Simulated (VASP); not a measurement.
Wanted: the native input for a VASP 6.6.1 run.

* Task: molecular dynamics
* Functional: LDA
* Potentials or basis: VASP PAW LDA potentials, release 64 (Sn_d, F)
* Cutoff: 520 eV
* k mesh: 2 × 2 × 1, shifted
* Occupations: fermi-dirac, width 0.1896 eV
* Spin: no spin polarisation
* Dipole correction: no
* Further INCAR settings: LREAL = Auto; ALGO = Normal; EDIFF = 1e-05; NBANDS = 84; ISYM = 0; IBRION = 0; POTIM = 2.0; NSW = 40

The structure of SnF3 lies in POSCAR:

```
SnF3
1.0
    4.2686129557      0.0000000000     -4.2686129557
   -4.2686129557      0.0000000000     -4.2686129557
    0.0000000000      8.5372259114      0.0000000000
Sn F
4 12
Direct
    0.5000000000      0.5000000000      0.5000000000
    0.0000000000      0.0000000000      0.0000000000
    0.5000000000      0.5000000000      0.0000000000
    0.0000000000      0.0000000000      0.5000000000
    0.2760000000      0.7240000000      0.0000000000
    0.7760000000      0.2240000000      0.5000000000
    0.5000000000      0.5000000000      0.7760000000
    0.0000000000      0.0000000000      0.2760000000
    0.7240000000      0.2760000000      0.0000000000
    0.2240000000      0.7760000000      0.5000000000
    0.5000000000      0.5000000000      0.2240000000
    0.0000000000      0.0000000000      0.7240000000
    0.7240000000      0.7240000000      0.0000000000
    0.2240000000      0.2240000000      0.5000000000
    0.2760000000      0.2760000000      0.0000000000
    0.7760000000      0.7760000000      0.5000000000
```

This cell differs from its parent crystal: dynamics (nvt langevin) at 2200 K, volume x 1.08, from the last frame before.

These files were run (other wordings do the same):

INCAR

```
SYSTEM = SnF3
PREC = Accurate ; ENCUT = 520
EDIFF = 1E-5 ; ISMEAR = -1
SIGMA = 0.1896 ; LREAL = Auto
LASPH = .True. ; NELM = 100
ALGO = Normal ; ISIF = 2
LWAVE = .False. ; LCHARG = .False.
GGA = CA ; NBANDS = 84
IBRION = 0 ; NSW = 40
POTIM = 2.0 ; TEBEG = 2200.0
TEEND = 2200.0 ; ISYM = 0
NELMIN = 4 ; RANDOM_SEED = 90158 0 0
MDALGO = 3 ; LANGEVIN_GAMMA = 20 20
```

KPOINTS

```
Automatic mesh
0
Gamma
  2 2 1
  0.5 0.5 0
```

Potentials or basis: VASP PAW LDA potentials, release 64 (Sn_d, F).

The run is started by

```console
$ cat potpaw_LDA.64/Sn_d/POTCAR potpaw_LDA.64/F/POTCAR > POTCAR
$ mpirun -np 1 vasp_std > vasp.out
```

It took 14 min on 1 thread of Intel(R) Xeon(R) 6975P-C (Granite Rapids), on a shared host, peak memory 0.37 GiB.
